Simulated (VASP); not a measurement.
# Al3Cu (Pm-3m) in VASP: further runs

Al3Cu is run at these levels: PBEsol, LDA; tasks: single point.

All numbers are computed with VASP 6.6.1; they aren't measurements. Logs are shortened: lines on timing, memory, paths and dates and some standing lists are left out, and cuts for length are marked.

## 1. The cell of the first run

The structure is cubic, space group Pm-3m (No. 221). The conventional cell has a = 4.092 Å, b = 4.092 Å, c = 4.092 Å, α = 90.00°, β = 90.00°, γ = 90.00°. Al (site symmetry 4/mmm) has 8 Al at 2.89 Å and 4 Cu at 2.89 Å within 3.8 Å. Cu (site symmetry m-3m) has 12 Al at 2.89 Å within 3.8 Å.

## 2. Single point, PBEsol (strained)

Input file INCAR:

```
SYSTEM = Al3Cu
PREC = Accurate ; ENCUT = 520
EDIFF = 1E-6 ; ISMEAR = 0
SIGMA = 0.1 ; LREAL = .FALSE.
LASPH = .TRUE. ; NELM = 60
ALGO = Fast ; ISIF = 2
LWAVE = .FALSE. ; LCHARG = .TRUE.
GGA = PS ; LELF = .TRUE.
LVHAR = .TRUE. ; NBANDS = 18
```

Input file KPOINTS:

```
Automatic mesh
0
G
  12 12 12
  0 0 0
```

Input file POSCAR:

```
Al3Cu
1.0
    4.0922223873      0.0000000000      0.0000000000
    0.0000000000      4.0922223873      0.0000000000
    0.0000000000      0.0000000000      4.0922223873
Al Cu
3 1
Direct
    0.0000000000      0.5000000000      0.5000000000
    0.5000000000      0.0000000000      0.5000000000
    0.5000000000      0.5000000000      0.0000000000
    0.0000000000      0.0000000000      0.0000000000
```

Potentials or basis: VASP PAW PBE potentials, release 64 (Al, Cu).

Run with:

```
$ cat potpaw_PBE.64/Al/POTCAR potpaw_PBE.64/Cu/POTCAR > POTCAR
$ mpirun -np 1 vasp_std > vasp.out
```

OUTCAR:

```text
SYSTEM = Al3Cu
   PREC = Accurate
   ENCUT = 520
   EDIFF = 1E-6
   ISMEAR = 0
   LREAL = .FALSE.
   LASPH = .TRUE.
   NELM = 60
   ISIF = 2
   GGA = PS

 ion  position               nearest neighbor table
   1  0.000  0.500  0.500-   2 2.89   3 2.89   4 2.89   3 2.89   4 2.89   2 2.89   4 2.89   4 2.89
                             2 2.89   3 2.89   3 2.89   2 2.89
   2  0.500  0.000  0.500-   1 2.89   3 2.89   4 2.89   3 2.89   4 2.89   1 2.89   3 2.89   3 2.89
                             1 2.89   4 2.89   4 2.89   1 2.89
   3  0.500  0.500  0.000-   1 2.89   2 2.89   4 2.89   1 2.89   2 2.89   2 2.89   4 2.89   2 2.89
                             1 2.89   4 2.89   1 2.89   4 2.89
   4  0.000  0.000  0.000-   1 2.89   2 2.89   3 2.89   1 2.89   2 2.89   1 2.89   3 2.89   1 2.89
                             2 2.89   3 2.89   2 2.89   3 2.89

  LATTYP: Found a simple cubic cell.
 ALAT       =     4.0922223873

  Lattice vectors:

 A1 = (   4.0922223873,   0.0000000000,   0.0000000000)
 A2 = (   0.0000000000,   4.0922223873,   0.0000000000)
 A3 = (   0.0000000000,   0.0000000000,   4.0922223873)

Analysis of symmetry for initial positions (statically):
=====================================================================
 Subroutine PRICEL returns:
 Original cell was already a primitive cell.

 Routine SETGRP: Setting up the symmetry group for a
 simple cubic supercell.

 Subroutine GETGRP returns: Found 48 space group operations
 (whereof 48 operations were pure point group operations)
 out of a pool of 48 trial point group operations.

The static configuration has the point symmetry O_h .

Analysis of symmetry for dynamics (positions and initial velocities):
=====================================================================
 Subroutine PRICEL returns:
 Original cell was already a primitive cell.

 Routine SETGRP: Setting up the symmetry group for a
 simple cubic supercell.

 Subroutine GETGRP returns: Found 48 space group operations
 (whereof 48 operations were pure point group operations)
 out of a pool of 48 trial point group operations.

The dynamic configuration has the point symmetry O_h .

 Subroutine INISYM returns: Found 48 space group operations
 (whereof 48 operations are pure point group operations),
 and found     1 'primitive' translations

----------------------------------------------------------------------------------------

                                     Primitive cell

  volume of cell :      68.5295

  direct lattice vectors                    reciprocal lattice vectors
     4.092222387  0.000000000  0.000000000     0.244365996  0.000000000  0.000000000
     0.000000000  4.092222387  0.000000000     0.000000000  0.244365996  0.000000000
     0.000000000  0.000000000  4.092222387     0.000000000  0.000000000  0.244365996

  length of vectors
     4.092222387  4.092222387  4.092222387     0.244365996  0.244365996  0.244365996

  position of ions in fractional coordinates (direct lattice)
     0.000000000  0.500000000  0.500000000
     0.500000000  0.000000000  0.500000000
     0.500000000  0.500000000  0.000000000
     0.000000000  0.000000000  0.000000000

  ion indices of the primitive-cell ions
   primitive index   ion index
                 1           1
                 2           2
                 3           3
                 4           4

----------------------------------------------------------------------------------------

 KPOINTS: Automatic mesh

Automatic generation of k-mesh.
 Grid dimensions read from file:
 generate k-points for:   12   12   12

 Generating k-lattice:

  Cartesian coordinates                     Fractional coordinates (reciprocal lattice)
     0.020363833  0.000000000  0.000000000     0.083333333  0.000000000  0.000000000
     0.000000000  0.020363833  0.000000000     0.000000000  0.083333333  0.000000000
     0.000000000  0.000000000  0.020363833     0.000000000  0.000000000  0.083333333

  Length of vectors
     0.020363833  0.020363833  0.020363833

  Shift w.r.t. Gamma in fractional coordinates (k-lattice)
     0.000000000  0.000000000  0.000000000

 Subroutine IBZKPT returns following result:
 ===========================================

 Found     84 irreducible k-points:

 Following reciprocal coordinates:
            Coordinates               Weight
  0.000000  0.000000  0.000000      1.000000
  0.083333  0.000000  0.000000      6.000000
  0.166667  0.000000  0.000000      6.000000
  0.250000  0.000000  0.000000      6.000000
  0.333333  0.000000  0.000000      6.000000
  0.416667  0.000000  0.000000      6.000000
[... 16 lines left out ...]
  0.333333  0.333333  0.000000     12.000000
  0.416667  0.333333  0.000000     24.000000
 [... further k-points ...]
   k-points           NKPTS =     84   k-points in BZ     NKDIM =     84   number of bands    NBANDS=     18
   number of dos      NEDOS =    301   number of ions     NIONS =      4
   total plane-waves  NPLWV =  27000
   dimension x,y,z NGX =    30 NGY =   30 NGZ =   30
   dimension x,y,z NGXF=    60 NGYF=   60 NGZF=   60
   ions per type =               3   1
   NGX,Y,Z   is equivalent  to a cutoff of  12.19, 12.19, 12.19 a.u.
   NGXF,Y,Z  is equivalent  to a cutoff of  24.37, 24.37, 24.37 a.u.
 SYSTEM =  Al3Cu
   PREC   = accura    normal or accurate (medium, high low for compatibility)
   ISTART =      0    job   : 0-new  1-cont  2-samecut
   ICHARG =      2    charge: 1-file 2-atom 10-const
   ISPIN  =      1    spin polarized calculation?
   LNONCOLLINEAR =      F non collinear calculations
   LSORBIT =      F    spin-orbit coupling
   LASPH  =      T    aspherical Exc in radial PAW
   ENCUT  =  520.0 eV  38.22 Ry    6.18 a.u.   7.61  7.61  7.61*2*pi/ulx,y,z
   NELM   =     60;   NELMIN=  2; NELMDL= -5     # of ELM steps
   EDIFF  = 0.1E-05   stopping-criterion for ELM
   LREAL  =      F    real-space projection
   EDIFFG = 0.1E-04   stopping-criterion for IOM
   NSW    =      0    number of steps for IOM
   IBRION =     -1    ionic relax: 0-MD 1-quasi-New 2-CG
   NFREE  =      0    steps in history (QN), initial steepest desc. (CG)
   ISIF   =      2    stress and relaxation
   ISYM   =      2    0-nonsym 1-usesym 2-fastsym
   POTIM  = 0.5000    time-step for ionic-motion
   TEBEG  =    0.0;   TEEND  =   0.0 temperature during run
   PSTRESS=    0.0 pullay stress
   NELECT =      20.0000    total number of electrons
   NUPDOWN=      -1.0000    fix difference up-down
   EMIN   =  10.00;   EMAX   =-10.00  energy-range for DOS
   EFERMI =   0.00;   METHOD = LEGACY
   ISMEAR =     0;   SIGMA  =   0.10  broadening in eV -4-tet -1-fermi 0-gaus
   EFERMI_NEDOS =   21; number of points for ismear=-14 and -15
   IALGO  =     68    algorithm
   IMIX   =      4    mixing-type and parameters
     AMIX     =   0.40;   BMIX     =  1.00
     AMIX_MAG =   1.60;   BMIX_MAG =  1.00
  volume/ion in A,a.u.               =      17.13       115.62
  Fermi-wavevector in a.u.,A,eV,Ry     =   1.085906  2.052065 16.043882  1.179192
  Thomas-Fermi vector in A             =   2.222031
   LORBIT       =      0    0 simple, 1 ext, 2 COOP (PROOUT), +10 PAW based schemes
   GGA     = PS    functional components
   LHFCALC =     F    Hartree Fock is set to
   AEXX    =    0.0000 exact exchange contribution
   IVDW    =     0    specifies the selected vdW correction
   LEPSILON=     F    determine dielectric tensor
   LRPA    =     F    only Hartree local field effects (RPA)
 non-spin polarized calculation
 RMM-DIIS sequential band-by-band and
 Gauss-broadening in eV      SIGMA  =   0.10
  energy-cutoff  :      520.00
  volume of cell :       68.53
 maximum number of plane-waves:      1865
   NGX = 15   NGY = 15   NGZ = 15

 number of electron      19.9999961 magnetization

 Free energy of the ion-electron system (eV)
  ---------------------------------------------------
  ext. energy  EPLUGINS =         0.00000000
  ---------------------------------------------------
  free energy    TOTEN  =       -16.36255563 eV

  energy without entropy =      -16.35602935  energy(sigma->0) =      -16.35929249

 E-fermi :   6.8455     XC(G=0): -10.3243

 val. band max:        6.8354610159   @ k =   0.0833   0.0833   0.0000
 cond. band min:       6.8497228993   @ k =   0.5000   0.1667   0.0833
 fundamental gap:      0.0142618834
 Fermi energy:         6.8454955011

 k-point     1 :       0.0000    0.0000    0.0000
  band No.  band energies     occupation
      1      -3.4092      2.00000
      2       3.0766      2.00000
      3       3.0766      2.00000
      4       3.7125      2.00000
      5       3.7125      2.00000
      6       3.7125      2.00000
[... 10 lines left out ...]
     17      13.6066      0.00000
     18      13.7199      0.00000

 k-point     2 :       0.0833    0.0000    0.0000
  band No.  band energies     occupation
      1      -3.3478      2.00000
      2       2.9330      2.00000
      3       3.0924      2.00000
      4       3.6741      2.00000
      5       3.6741      2.00000
      6       3.7142      2.00000
[... 10 lines left out ...]
     17      13.2183      0.00000
     18      13.2834      0.00000

 k-point     3 :       0.1667    0.0000    0.0000
  band No.  band energies     occupation
      1      -3.1640      2.00000
      2       2.3280      2.00000
      3       3.1358      2.00000
      4       3.5898      2.00000
      5       3.5898      2.00000
      6       3.7188      2.00000
[... 10 lines left out ...]
     17      13.3344      0.00000
     18      13.3366      0.00000

 k-point     4 :       0.2500    0.0000    0.0000
  band No.  band energies     occupation
      1      -2.8594      2.00000
      2       1.4079      2.00000
      3       3.1962      2.00000
      4       3.5024      2.00000
      5       3.5024      2.00000
      6       3.7250      2.00000
[... 10 lines left out ...]
     17      13.6262      0.00000
     18      13.6380      0.00000

 k-point     5 :       0.3333    0.0000    0.0000
  band No.  band energies     occupation
      1      -2.4379      2.00000
      2       0.4725      2.00000
      3       3.2577      2.00000
      4       3.4329      2.00000
      5       3.4329      2.00000
      6       3.7313      2.00000
[... 10 lines left out ...]
     17      14.0364      0.00000
     18      14.1033      0.00000

 k-point     6 :       0.4167    0.0000    0.0000
  band No.  band energies     occupation
      1      -1.9133      2.00000
      2      -0.3756      2.00000
      3       3.3035      2.00000
      4       3.3893      2.00000
      5       3.3893      2.00000
      6       3.7359      2.00000
[... 10 lines left out ...]
     17      14.3911      0.00000
     18      14.5305      0.00000

 k-point     7 :       0.5000    0.0000    0.0000
  band No.  band energies     occupation
      1      -1.4718      2.00000
      2      -0.9268      2.00000
      3       3.3204      2.00000
      4       3.3746      2.00000
      5       3.3746      2.00000
      6       3.7376      2.00000
[... 10 lines left out ...]
     17      14.8843      0.00000
     18      14.8854      0.00000

 k-point     8 :       0.0833    0.0833    0.0000
  band No.  band energies     occupation
      1      -3.2864      2.00000
      2       2.9035      2.00000
      3       3.0171      2.00000
      4       3.6112      2.00000
      5       3.6566      2.00000
      6       3.7001      2.00000
[... 10 lines left out ...]
     17      12.8505      0.00000
     18      13.6093      0.00000
[... 229 lines left out ...]
     17      11.7064      0.00000
     18      14.3097      0.00000

 k-point    20 :       0.3333    0.2500    0.0000
  band No.  band energies     occupation
      1      -1.8994      2.00000
      2       0.9691      2.00000
      3       2.1690      2.00000
      4       3.3386      2.00000
      5       3.4854      2.00000
      6       3.6084      2.00000
[... 10 lines left out ...]
     17      12.6578      0.00000
     18      13.7994      0.00000

 k-point    21 :       0.4167    0.2500    0.0000
  band No.  band energies     occupation
      1      -1.3841      2.00000
      2       0.1464      2.00000
      3       2.4947      2.00000
      4       3.2301      2.00000
      5       3.4561      2.00000
      6       3.6148      2.00000
[... 10 lines left out ...]
     17      13.0397      0.00000
     18      13.2171      0.00000

 k-point    22 :       0.5000    0.2500    0.0000
  band No.  band energies     occupation
      1      -0.9613      2.00000
      2      -0.3816      2.00000
      3       2.6761      2.00000
      4       3.1379      2.00000
      5       3.4448      2.00000
      6       3.6184      2.00000
[... 10 lines left out ...]
     17      12.6876      0.00000
     18      12.8702      0.00000

 k-point    23 :       0.3333    0.3333    0.0000
  band No.  band energies     occupation
      1      -1.4882      2.00000
      2       1.3236      2.00000
      3       1.3478      2.00000
      4       3.2095      2.00000
      5       3.5004      2.00000
      6       3.5671      2.00000
[... 10 lines left out ...]
     17      12.8394      0.00000
     18      13.1879      0.00000

 k-point    24 :       0.4167    0.3333    0.0000
  band No.  band energies     occupation
      1      -0.9815      2.00000
      2       0.5398      2.00000
      3       1.7588      2.00000
      4       2.9379      2.00000
      5       3.4891      2.00000
      6       3.5619      2.00000
[... 10 lines left out ...]
     17      12.9927      0.00000
     18      13.3450      0.00000

 [... further k-points ...]

------------------------ aborting loop because EDIFF is reached ----------------------------------------

  FORCE on cell =-STRESS in cart. coord.  units (eV):
  Direction    XX          YY          ZZ          XY          YZ          ZX
  --------------------------------------------------------------------------------------
  -------------------------------------------------------------------------------------
  Total       -4.6884855     -4.6884855     -4.6884855     -0.0000000      0.0000000     -0.0000000
  in kB     -109.6138628   -109.6138628   -109.6138628     -0.0000000      0.0000000     -0.0000000
  external PRESSURE =    -109.6138628 kB  Pullay stress =       0.0000000 kB

 VOLUME and BASIS-vectors are now :
 -----------------------------------------------------------------------------
  energy-cutoff  :      520.00
  volume of cell :       68.53
      direct lattice vectors                 reciprocal lattice vectors
     4.092222387  0.000000000  0.000000000     0.244365996  0.000000000  0.000000000
     0.000000000  4.092222387  0.000000000     0.000000000  0.244365996  0.000000000
     0.000000000  0.000000000  4.092222387     0.000000000  0.000000000  0.244365996

 POSITION                                       TOTAL-FORCE (eV/Angst)
 -----------------------------------------------------------------------------------
      0.00000      2.04611      2.04611         0.000000      0.000000      0.000000
      2.04611      0.00000      2.04611         0.000000      0.000000      0.000000
      2.04611      2.04611      0.00000         0.000000      0.000000      0.000000
      0.00000      0.00000      0.00000         0.000000      0.000000      0.000000
 -----------------------------------------------------------------------------------
    total drift:                                0.000000     -0.000000      0.000000

  FREE ENERGIE OF THE ION-ELECTRON SYSTEM (eV)
  ---------------------------------------------------
  free  energy   TOTEN  =       -16.3625556315 eV

  energy  without entropy=      -16.3560293529  energy(sigma->0) =      -16.35929249
```

Wall time 2 min (1 thread of Intel Xeon 8259CL, shared host); peak memory 0.23 GiB.

What came out:

```yaml
Free_energy: -16.3626 eV
Pressure: -11.0 GPa
Band_gap_on_the_k_mesh: zero (bands 10 and 11 overlap by 4.15 eV)
```

Levels at points of the mesh, in eV from the Fermi level:
```
           k point  band 6  band 7  band 8  band 9  band 10  band 11  band 12  band 13  band 14  band 15
(0.00, 0.00, 0.00)   -3.13   -2.12   -2.12   -2.12    -0.38     0.10     0.10     5.72     5.72     5.72
(0.50, 0.00, 0.00)   -3.11   -2.98    0.27    0.27     0.38     0.38     0.95     1.08     2.18     2.50
(0.50, 0.50, 0.00)   -3.33   -2.98   -2.92   -2.71     1.32     2.69     2.69     3.20     3.32     3.32
(0.50, 0.50, 0.50)   -3.48   -3.48   -2.97   -2.97    -2.16    -1.90    -1.90    -1.90    11.00    11.01
```

Caveat: the cell differs from its parent crystal (strained); the cell stands under tension; the PAW data sets were made with another functional, which shifts forces and pressure a little.

## 3. Single point, LDA (strained)

Input file INCAR:

```
SYSTEM = Al3Cu
PREC = Accurate ; ENCUT = 520
EDIFF = 1E-6 ; ISMEAR = 0
SIGMA = 0.1 ; LREAL = .False.
LASPH = .True. ; NELM = 100
ALGO = Normal ; ISIF = 2
LWAVE = .False. ; LCHARG = .False.
NBANDS = 18
```

Input file KPOINTS:

```
regular mesh
0
Gamma
  12 12 12
  0 0 0
```

Input file POSCAR:

```
Al3Cu
1.0
    4.1094101687      0.0000000000      0.0000000000
    0.0000000000      4.1094101687      0.0000000000
    0.0000000000      0.0000000000      4.1094101687
Al Cu
3 1
Direct
    0.0000000000      0.5000000000      0.5000000000
    0.5000000000      0.0000000000      0.5000000000
    0.5000000000      0.5000000000      0.0000000000
    0.0000000000      0.0000000000      0.0000000000
```

Potentials or basis: VASP PAW LDA potentials, release 64 (Al, Cu).

Run with:

```
$ cat potpaw_LDA.64/Al/POTCAR potpaw_LDA.64/Cu/POTCAR > POTCAR
$ mpirun -np 1 vasp_std > vasp.out
```

It took 82 s on 1 thread of Intel Xeon 8259CL, shared host; peak memory 0.22 GiB.

It converged, with:

```
Free energy            : -16.8322 eV
Pressure               : -13.1 GPa
Band gap on the k mesh : zero (bands 10 and 11 overlap by 4.14 eV)
```

Levels at points of the mesh, in eV from the Fermi level:
| k point | band 7 | band 8 | band 9 | band 10 | band 11 | band 12 | band 13 | band 14 |
| --- | --- | --- | --- | --- | --- | --- | --- | --- |
| (0.00, 0.00, 0.00) | -2.06 | -2.06 | -2.06 | -0.34 | 0.02 | 0.02 | 5.61 | 5.61 |
| (0.50, 0.00, 0.00) | -2.99 | 0.28 | 0.28 | 0.42 | 0.42 | 0.90 | 1.04 | 2.22 |
| (0.50, 0.50, 0.00) | -3.00 | -2.93 | -2.73 | 1.34 | 2.67 | 2.67 | 3.09 | 3.27 |
| (0.50, 0.50, 0.50) | -3.38 | -2.99 | -2.99 | -2.14 | -1.94 | -1.94 | -1.94 | 10.72 |

Caveat: the cell differs from its parent crystal (strained); the cell stands under tension.

The gap in the log of VASP goes by the Fermi energy; the results here count the filled bands.